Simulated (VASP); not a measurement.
# SnO2 (P4_2/mnm) in VASP: further runs

SnO2 is run at these levels: PBE; tasks: relaxation of cell and atoms.

Everything below comes from runs of VASP 6.6.1. Logs are shortened: lines on timing, memory, paths and dates and some standing lists are left out, and cuts for length are marked.

### Step 1. The cell of the first run

It takes space group P4_2/mnm (No. 136, tetragonal). Conventional cell: a = 4.738 Å, b = 4.738 Å, c = 3.187 Å, α = 90.00°, β = 90.00°, γ = 90.00°. Sn (site symmetry mmm) has 6 O at 2.05 to 2.06 Å within 2.7 Å. Within 2.7 Å of O (site symmetry m2m) lie 3 Sn at 2.05 to 2.06 Å and 1 O at 2.59 Å.

### Step 2. Relaxation of cell and atoms, PBE, target pressure 10 GPa, at which the enthalpy is minimised

INCAR reads:

```
ALGO = Normal
EDIFF = 1E-6
EDIFFG = -0.01
ENCUT = 600
GGA = PE
IBRION = 2
ISIF = 3
ISMEAR = -1
LASPH = True
LCHARG = False
LREAL = False
LWAVE = False
NELM = 60
NSW = 80
PREC = Accurate
PSTRESS = 100.0
SIGMA = 0.05
```

KPOINTS reads:

```
k-points
0
Gamma
  4 4 6
```

POSCAR reads:

```
SnO2
1.0
    4.7380000000      0.0000000000      0.0000000000
    0.0000000000      4.7380000000      0.0000000000
    0.0000000000      0.0000000000      3.1865000000
Sn O
2 4
Direct
    0.0000000000      0.0000000000      0.0000000000
    0.5000000000      0.5000000000      0.5000000000
    0.3071000000      0.3071000000      0.0000000000
    0.1929000000      0.8071000000      0.5000000000
    0.6929000000      0.6929000000      0.0000000000
    0.8071000000      0.1929000000      0.5000000000
```

Potentials or basis: VASP PAW PBE potentials, release 64 (Sn_d, O).

Launch:

```console
$ cat potpaw_PBE.64/Sn_d/POTCAR potpaw_PBE.64/O/POTCAR > POTCAR
$ mpirun -np 1 vasp_std > vasp.out
```

OUTCAR:

```text
EDIFF = 1E-6
   EDIFFG = -0.01
   ENCUT = 600
   GGA = PE
   IBRION = 2
   ISIF = 3
   ISMEAR = -1
   LASPH = True
   LREAL = False
   NELM = 60
   NSW = 80
   PREC = Accurate
   PSTRESS = 100.0

 ion  position               nearest neighbor table
   1  0.000  0.000  0.000-   4 2.05   6 2.05   4 2.05   6 2.05   5 2.06   3 2.06   2 3.71   2 3.71
                             2 3.71   2 3.71   2 3.71   2 3.71   2 3.71   2 3.71
   2  0.500  0.500  0.500-   3 2.05   5 2.05   3 2.05   5 2.05   4 2.06   6 2.06   1 3.71   1 3.71
                             1 3.71   1 3.71   1 3.71   1 3.71   1 3.71   1 3.71
   3  0.307  0.307  0.000-   2 2.05   2 2.05   1 2.06
   4  0.193  0.807  0.500-   1 2.05   1 2.05   2 2.06
   5  0.693  0.693  0.000-   2 2.05   2 2.05   1 2.06
   6  0.807  0.193  0.500-   1 2.05   1 2.05   2 2.06

  LATTYP: Found a simple tetragonal cell.
 ALAT       =     4.7380000000
 C/A-ratio  =     0.6725411566

  Lattice vectors:

 A1 = (   4.7380000000,   0.0000000000,   0.0000000000)
 A2 = (   0.0000000000,   4.7380000000,   0.0000000000)
 A3 = (   0.0000000000,   0.0000000000,   3.1865000000)

Analysis of symmetry for initial positions (statically):
=====================================================================
 Subroutine PRICEL returns:
 Original cell was already a primitive cell.

 Routine SETGRP: Setting up the symmetry group for a
 simple tetragonal supercell.

 Subroutine GETGRP returns: Found 16 space group operations
 (whereof  8 operations were pure point group operations)
 out of a pool of 16 trial point group operations.

The static configuration has the point symmetry D_2h.
 The point group associated with its full space group is D_4h.

Analysis of symmetry for dynamics (positions and initial velocities):
=====================================================================
 Subroutine PRICEL returns:
 Original cell was already a primitive cell.

 Routine SETGRP: Setting up the symmetry group for a
 simple tetragonal supercell.

 Subroutine GETGRP returns: Found 16 space group operations
 (whereof  8 operations were pure point group operations)
 out of a pool of 16 trial point group operations.

The dynamic configuration has the point symmetry D_2h.
 The point group associated with its full space group is D_4h.

 Subroutine INISYM returns: Found 16 space group operations
 (whereof  8 operations are pure point group operations),
 and found     1 'primitive' translations

----------------------------------------------------------------------------------------

                                     Primitive cell

  volume of cell :      71.5326

  direct lattice vectors                    reciprocal lattice vectors
     4.738000000  0.000000000  0.000000000     0.211059519  0.000000000  0.000000000
     0.000000000  4.738000000  0.000000000     0.000000000  0.211059519  0.000000000
     0.000000000  0.000000000  3.186500000     0.000000000  0.000000000  0.313823945

  length of vectors
     4.738000000  4.738000000  3.186500000     0.211059519  0.211059519  0.313823945

  position of ions in fractional coordinates (direct lattice)
     0.000000000  0.000000000  0.000000000
     0.500000000  0.500000000  0.500000000
     0.307100000  0.307100000  0.000000000
     0.192900000  0.807100000  0.500000000
     0.692900000  0.692900000  0.000000000
     0.807100000  0.192900000  0.500000000

  ion indices of the primitive-cell ions
   primitive index   ion index
                 1           1
                 2           2
                 3           3
                 4           4
                 5           5
                 6           6

----------------------------------------------------------------------------------------

 KPOINTS: k-points

Automatic generation of k-mesh.
 Grid dimensions read from file:
 generate k-points for:    4    4    6

 Generating k-lattice:

  Cartesian coordinates                     Fractional coordinates (reciprocal lattice)
     0.052764880  0.000000000  0.000000000     0.250000000  0.000000000  0.000000000
[... 46 lines left out ...]
   GGA     = PE    functional components
   LHFCALC =     F    Hartree Fock is set to
   AEXX    =    0.0000 exact exchange contribution
   IVDW    =     0    specifies the selected vdW correction
   LEPSILON=     F    determine dielectric tensor
   LRPA    =     F    only Hartree local field effects (RPA)
 conjugate gradient relaxation of ions
 non-spin polarized calculation
  energy-cutoff  :      600.00
  volume of cell :       71.53
 maximum number of plane-waves:      2409
 NGX is ok and might be reduce to    40
   NGX = 19   NGY = 19   NGZ = 13

--------------------------------------- Ionic step        1  -------------------------------------------

 number of electron      52.0000000 magnetization

 Free energy of the ion-electron system (eV)
  ---------------------------------------------------
  ext. energy  EPLUGINS =         0.00000000
  ---------------------------------------------------
  free energy    TOTEN  =       -37.16854324 eV

  energy without entropy =      -37.16854315  energy(sigma->0) =      -37.16854319

------------------------ aborting loop because EDIFF is reached ----------------------------------------

  FORCE on cell =-STRESS in cart. coord.  units (eV):
  Direction    XX          YY          ZZ          XY          YZ          ZX
  --------------------------------------------------------------------------------------
  -------------------------------------------------------------------------------------
  Total        4.6889579      4.6889579      6.1470201      0.0000000      0.0000000      0.0000000
  in kB      105.0226286    105.0226286    137.6801013      0.0000000      0.0000000      0.0000000
  external PRESSURE =      15.9084528 kB  Pullay stress =     100.0000000 kB

 VOLUME and BASIS-vectors are now :
 -----------------------------------------------------------------------------
  energy-cutoff  :      600.00
  volume of cell :       71.53
      direct lattice vectors                 reciprocal lattice vectors
     4.738000000  0.000000000  0.000000000     0.211059519  0.000000000  0.000000000
     0.000000000  4.738000000  0.000000000     0.000000000  0.211059519  0.000000000
     0.000000000  0.000000000  3.186500000     0.000000000  0.000000000  0.313823945
[... 222 lines left out ...]
  FREE ENERGIE OF THE ION-ELECTRON SYSTEM (eV)
  ---------------------------------------------------
  free  energy   TOTEN  =       -37.1967134231 eV

  energy  without entropy=      -37.1967131914  energy(sigma->0) =      -37.19671331

  enthalpy is  TOTEN    =       -32.7154916626 eV   P V=        4.4812217605

--------------------------------------- Ionic step        7  -------------------------------------------

 number of electron      51.9999997 magnetization

 Free energy of the ion-electron system (eV)
  ---------------------------------------------------
  ext. energy  EPLUGINS =         0.00000000
  ---------------------------------------------------
  free energy    TOTEN  =       -37.19674133 eV

  energy without entropy =      -37.19674109  energy(sigma->0) =      -37.19674121

 E-fermi :   6.6906     XC(G=0): -11.2450

 val. band max:        6.1065463783   @ k =   0.0000   0.0000   0.0000
 cond. band min:       7.2727284900   @ k =   0.0000   0.0000   0.0000
 fundamental gap:      1.1661821117
 Fermi energy:         6.6906373029

 k-point     1 :       0.0000    0.0000    0.0000
  band No.  band energies     occupation
      1     -14.9961      2.00000
      2     -14.1871      2.00000
      3     -13.9623      2.00000
      4     -13.9349      2.00000
      5     -13.9349      2.00000
      6     -13.8882      2.00000
[... 827 lines left out ...]
 POSITION                                       TOTAL-FORCE (eV/Angst)
 -----------------------------------------------------------------------------------
      0.00000      0.00000      0.00000         0.000000      0.000000      0.000000
      2.36401      2.36401      1.60589         0.000000      0.000000      0.000000
      1.44504      1.44504      3.21177         0.005777      0.005777     -0.000000
      0.91897      3.80905      1.60589        -0.005777      0.005777     -0.000000
      3.28298      3.28298      0.00000        -0.005777     -0.005777      0.000000
      3.80905      0.91897      1.60589         0.005777     -0.005777      0.000000
 -----------------------------------------------------------------------------------
    total drift:                               -0.000000      0.000000     -0.000000

  FREE ENERGIE OF THE ION-ELECTRON SYSTEM (eV)
  ---------------------------------------------------
  free  energy   TOTEN  =       -37.1967413280 eV

  energy  without entropy=      -37.1967410941  energy(sigma->0) =      -37.19674121

  enthalpy is  TOTEN    =       -32.7155563490 eV   P V=        4.4811849790

 reached required accuracy - stopping structural energy minimisation
```

Run time: 2.5 min. Hardware: 1 thread of AMD EPYC 9R45 (Zen 5), shared host; peak memory 0.2 GiB.

Results:

```yaml
Free_energy: -37.1967 eV
Relaxed_volume: 11.97 Å³/atom
Relaxed_cell: a = 4.728 Å, b = 4.728 Å, c = 3.212 Å, α = 90.00°, β = 90.00°, γ = 90.00°
Space_group_after_relaxing_to_0.1_Å: P4_2/mnm (No. 136)
Energy_change_on_relaxing_the_run_minimises_the_enthalpy: -4.7 meV/atom
Ionic_steps: 7
Pressure_after_relaxing: 10.0 GPa
Largest_force_after_relaxing: 0.008 eV/Å
Band_gap_on_the_k_mesh: 1.17 eV
```

Forces in eV/Å, atoms in the order of the input:
```
Sn   0.000  0.000  0.000
Sn   0.000  0.000  0.000
O    0.006  0.006  0.000
O   -0.006  0.006  0.000
O   -0.006 -0.006  0.000
O    0.006 -0.006  0.000
```

The path:
| step | energy change (eV) | largest force (eV/Å) | pressure (GPa) | volume (Å³) |
| --- | --- | --- | --- | --- |
| 1 | 0.0000 | 0.2932 | 11.59 | 71.53 |
| 2 | -0.0772 | 0.1518 | 6.88 | 72.76 |
| 3 | -0.0482 | 0.0619 | 9.12 | 72.15 |
| 4 | -0.0206 | 0.0450 | 10.32 | 71.68 |
| 5 | -0.0286 | 0.0155 | 10.00 | 71.80 |
| 6 | -0.0282 | 0.0159 | 10.01 | 71.80 |
| 7 | -0.0282 | 0.0082 | 10.00 | 71.80 |

Final structure:
```
Sn O
1.0
     4.72802    0.00000    0.00000
     0.00000    4.72802    0.00000
     0.00000    0.00000    3.21177
Sn O
2 4
Direct
  0.00000 0.00000 0.00000
  0.50000 0.50000 0.50000
  0.30563 0.30563 0.00000
  0.19437 0.80563 0.50000
  0.69437 0.69437 0.00000
  0.80563 0.19437 0.50000
```

Levels at points of the mesh, in eV from the valence-band top:
| k point | band 22 | band 23 | band 24 | band 25 | band 26 | band 27 | band 28 | band 29 | band 30 | band 31 |
| --- | --- | --- | --- | --- | --- | --- | --- | --- | --- | --- |
| (0.00, 0.00, 0.00) | -1.26 | -1.26 | -0.77 | -0.77 | 0.00 | 1.17 | 6.08 | 6.24 | 6.24 | 10.38 |
| (0.50, 0.00, 0.00) | -1.97 | -1.22 | -1.22 | -0.62 | -0.62 | 4.39 | 4.39 | 7.02 | 7.02 | 11.04 |
| (0.50, 0.50, 0.00) | -2.01 | -1.35 | -1.35 | -0.88 | -0.88 | 4.79 | 4.79 | 7.47 | 7.47 | 11.06 |
| (0.00, 0.00, 0.50) | -2.64 | -1.66 | -1.66 | -1.25 | -1.25 | 6.13 | 6.13 | 9.75 | 9.75 | 10.55 |
| (0.50, 0.00, 0.50) | -1.73 | -1.09 | -1.09 | -0.69 | -0.69 | 6.42 | 6.42 | 8.08 | 8.08 | 10.92 |
| (0.50, 0.50, 0.50) | -2.35 | -0.94 | -0.94 | -0.82 | -0.82 | 4.80 | 4.80 | 8.91 | 8.91 | 10.92 |

Caveat: the cell is relaxed towards a set pressure, so the run minimises the enthalpy, not the energy; spin-orbit coupling is left out, which moves the levels of the heavy elements.

### Step 3. Relaxation of cell and atoms, PBE, target pressure 20 GPa, at which the enthalpy is minimised

INCAR reads:

```
PREC = Accurate ; ENCUT = 600
EDIFF = 1E-6 ; ISMEAR = -1
SIGMA = 0.05 ; LREAL = F
LASPH = T ; NELM = 60
ALGO = Normal ; ISIF = 3
LWAVE = F ; LCHARG = F
GGA = PE ; IBRION = 2
NSW = 80 ; EDIFFG = -0.01
PSTRESS = 200.0
```

KPOINTS reads:

```
Automatic mesh
0
Gamma
  4 4 6
```

POSCAR is that of step 2.

Potentials or basis: VASP PAW PBE potentials, release 64 (Sn_d, O).

Launch:

```console
$ cat potpaw_PBE.64/Sn_d/POTCAR potpaw_PBE.64/O/POTCAR > POTCAR
$ mpirun -np 1 vasp_std > vasp.out
```

Run time: 3.2 min. Hardware: 1 thread of AMD EPYC 9R45 (Zen 5), shared host; peak memory 0.21 GiB.

The run converged. Its results:

```
Free energy                                                : -36.9271 eV
Relaxed volume                                             : 11.48 Å³/atom
Relaxed cell                                               : a = 4.649 Å, b = 4.649 Å, c = 3.187 Å, α = 90.00°, β = 90.00°, γ = 90.00°
Space group after relaxing (to 0.1 Å)                      : P4_2/mnm (No. 136)
Energy change on relaxing (the run minimises the enthalpy) : +40.2 meV/atom
Ionic steps                                                : 9
Pressure after relaxing                                    : 20.0 GPa
Largest force after relaxing                               : 0.005 eV/Å
Band gap on the k mesh                                     : 1.63 eV
```

Forces in eV/Å, atoms in the order of the input:
```
Sn   0.000  0.000  0.000
Sn   0.000  0.000  0.000
O   -0.003 -0.003  0.000
O    0.003 -0.003  0.000
O    0.003  0.003  0.000
O   -0.003  0.003  0.000
```

Step by step:
```
step  energy change (eV)  largest force (eV/Å)  pressure (GPa)  volume (Å³)
   1              0.0000                0.2932           11.59        71.53
   2              0.8819                0.1478           36.92        65.24
   3              0.2483                0.2735           20.64        68.92
   4              0.2440                0.1763           19.91        68.87
   5              0.2409                0.0571           20.05        68.89
   6              0.2369                0.0215           19.88        68.91
   7              0.2349                0.0004           19.80        68.93
   8              0.2508                0.0111           20.29        68.80
   9              0.2415                0.0046           19.96        68.88
```

Final structure:
```yaml
crystal:
  lattice:
    - [4.64866, 0.00000, 0.00000]
    - [0.00000, 4.64866, 0.00000]
    - [0.00000, 0.00000, 3.18726]
  atoms:
    - { symbol: Sn, position: [0.00000, 0.00000, 0.00000] }
    - { symbol: Sn, position: [0.50000, 0.50000, 0.50000] }
    - { symbol: O, position: [0.30537, 0.30537, 0.00000] }
    - { symbol: O, position: [0.19463, 0.80537, 0.50000] }
    - { symbol: O, position: [0.69463, 0.69463, 0.00000] }
    - { symbol: O, position: [0.80537, 0.19463, 0.50000] }
```

Levels at points of the mesh, in eV from the valence-band top:
| k point | band 22 | band 23 | band 24 | band 25 | band 26 | band 27 | band 28 | band 29 | band 30 | band 31 |
| --- | --- | --- | --- | --- | --- | --- | --- | --- | --- | --- |
| (0.00, 0.00, 0.00) | -1.25 | -1.25 | -0.79 | -0.79 | 0.00 | 1.63 | 6.38 | 6.40 | 6.40 | 10.67 |
| (0.50, 0.00, 0.00) | -2.02 | -1.21 | -1.21 | -0.63 | -0.63 | 4.84 | 4.84 | 7.20 | 7.20 | 11.56 |
| (0.50, 0.50, 0.00) | -2.10 | -1.35 | -1.35 | -0.90 | -0.90 | 5.25 | 5.25 | 7.74 | 7.74 | 11.54 |
| (0.00, 0.00, 0.50) | -2.66 | -1.77 | -1.77 | -1.30 | -1.30 | 6.62 | 6.62 | 10.09 | 10.09 | 10.78 |
| (0.50, 0.00, 0.50) | -1.79 | -1.15 | -1.15 | -0.62 | -0.62 | 6.94 | 6.94 | 8.49 | 8.49 | 11.23 |
| (0.50, 0.50, 0.50) | -2.28 | -0.97 | -0.97 | -0.85 | -0.85 | 5.24 | 5.24 | 9.14 | 9.14 | 11.24 |

Caveat: the cell is relaxed towards a set pressure, so the run minimises the enthalpy, not the energy; spin-orbit coupling is left out, which moves the levels of the heavy elements. A hybrid or GW would open this gap; PBE tends to underestimate it.

### Step 4. Relaxation of cell and atoms, PBE, target pressure 30 GPa, at which the enthalpy is minimised

INCAR reads:

```
SYSTEM = SnO2
ALGO = Normal
EDIFF = 1E-7
EDIFFG = -0.01
ENCUT = 600
GGA = PE
IBRION = 2
ISIF = 3
ISMEAR = -1
LASPH = .TRUE.
LCHARG = .FALSE.
LREAL = .FALSE.
LWAVE = .FALSE.
NELM = 80
NSW = 80
PREC = Accurate
PSTRESS = 300.0
SIGMA = 0.05
```

KPOINTS reads:

```
k-points
0
G
  4 4 6
  0 0 0
```

POSCAR is that of step 3.

Launch:

```console
$ cat potpaw_PBE.64/Sn_d/POTCAR potpaw_PBE.64/O/POTCAR > POTCAR
$ mpirun -np 1 vasp_std > vasp.out
```

Run time: 5.4 min. Hardware: 1 thread of AMD EPYC 9R45 (Zen 5), shared host; peak memory 0.21 GiB.

Results (log left out):

```
Free energy                                                : -36.5591 eV
Relaxed volume                                             : 11.08 Å³/atom
Relaxed cell                                               : a = 4.583 Å, b = 4.583 Å, c = 3.166 Å, α = 90.00°, β = 90.00°, γ = 90.00°
Space group after relaxing (to 0.1 Å)                      : P4_2/mnm (No. 136)
Energy change on relaxing (the run minimises the enthalpy) : +101.6 meV/atom
Ionic steps                                                : 12
Pressure after relaxing                                    : 30.0 GPa
Largest force after relaxing                               : 0.005 eV/Å
Band gap on the k mesh                                     : 2.05 eV
```

Forces in eV/Å, atoms in the order of the input:
```
Sn   0.000  0.000  0.000
Sn   0.000  0.000  0.000
O    0.003  0.003  0.000
O   -0.003  0.003  0.000
O   -0.003 -0.003  0.000
O    0.003 -0.003  0.000
```

Step by step:
```tsv
step	energy change (eV)	largest force (eV/Å)	pressure (GPa)	volume (Å³)
1	0.0000	0.2931	11.58	71.53
2	3.4604	0.5560	85.89	58.26
3	0.5730	0.4473	29.64	66.86
4	0.6050	0.4518	30.45	66.69
5	0.6370	0.3503	30.35	66.40
6	0.6145	0.0983	30.26	66.49
7	0.5874	0.0400	29.54	66.62
8	0.5795	0.0220	29.29	66.67
9	0.6404	0.0515	30.77	66.34
10	0.6078	0.0126	29.99	66.51
11	0.6072	0.0119	29.97	66.52
12	0.6095	0.0046	30.01	66.50
```

Final structure:
```
Sn O
1.0
     4.58318    0.00000    0.00000
     0.00000    4.58318    0.00000
     0.00000    0.00000    3.16600
Sn O
2 4
Direct
  0.00000 0.00000 0.00000
  0.50000 0.50000 0.50000
  0.30522 0.30522 0.00000
  0.19478 0.80522 0.50000
  0.69478 0.69478 0.00000
  0.80522 0.19478 0.50000
```

Levels at points of the mesh, in eV from the valence-band top:
| k point | band 23 | band 24 | band 25 | band 26 | band 27 | band 28 | band 29 | band 30 |
| --- | --- | --- | --- | --- | --- | --- | --- | --- |
| (0.00, 0.00, 0.00) | -1.24 | -0.81 | -0.81 | 0.00 | 2.05 | 6.54 | 6.54 | 6.64 |
| (0.50, 0.00, 0.00) | -1.21 | -1.21 | -0.64 | -0.64 | 5.24 | 5.24 | 7.36 | 7.36 |
| (0.50, 0.50, 0.00) | -1.34 | -1.34 | -0.91 | -0.91 | 5.65 | 5.65 | 7.98 | 7.98 |
| (0.00, 0.00, 0.50) | -1.87 | -1.87 | -1.35 | -1.35 | 7.06 | 7.06 | 10.37 | 10.37 |
| (0.50, 0.00, 0.50) | -1.20 | -1.20 | -0.55 | -0.55 | 7.41 | 7.41 | 8.84 | 8.84 |
| (0.50, 0.50, 0.50) | -0.99 | -0.99 | -0.87 | -0.87 | 5.64 | 5.64 | 9.31 | 9.31 |

Caveat: the cell is relaxed towards a set pressure, so the run minimises the enthalpy, not the energy; spin-orbit coupling is left out, which moves the levels of the heavy elements.

### Step 5. Overview

```csv
cell,gap on the mesh (eV),pressure (GPa)
relaxed to 10 GPa,1.17,10.0
relaxed to 20 GPa,1.63,20.0
relaxed to 30 GPa,2.05,30.0
```

Alike in all rows: task relaxation of cell and atoms; level PBE; potentials or basis VASP PAW PBE potentials, release 64 (Sn_d, O); no spin polarisation; k mesh 4 × 4 × 6; cutoff (eV) 600; smearing fermi-dirac 0.05 eV.

Caveats: the cell is relaxed towards a set pressure, so the run minimises the enthalpy, not the energy; spin-orbit coupling is left out, which moves the levels of the heavy elements.

Total energies depend on the potentials used, so only differences within one code and one set of settings carry meaning.
